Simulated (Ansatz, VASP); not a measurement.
# Zn: VASP beside Ansatz

```
Zn
1.0
     2.66480    0.00000    0.00000
    -1.33240    2.30778    0.00000
     0.00000    0.00000    4.94670
Zn
2
Direct
  0.33333 0.66667 0.25000
  0.66667 0.33333 0.75000
```

Alike in both runs: task electric field gradients; functional PBEsol; k mesh 18 × 18 × 8; occupations fermi-dirac, width 0.03 eV; no spin polarisation.

|  | VASP | Ansatz |
| --- | --- | --- |
| version | VASP 6.6.1 | Ansatz 0.2.0 |
| potentials or method | VASP PAW PBE potentials, release 64 (Zn), cutoff 520 eV | all-electron PAW with datasets made for the crystal, scalar-relativistic |

```tsv
	VASP	Ansatz	Ansatz less VASP
pressure (GPa)	-5.0	-5.4	-0.34
traceless stress, the component that is largest in VASP (GPa)	1.30	1.41	+0.106
size of Vzz on the site where it differs most (V/Å²)	34.9	34.6	-0.35
```

VASP's potentials were made for PBE, not for PBEsol. Ansatz ran all-electron here, and VASP with PAW potentials.
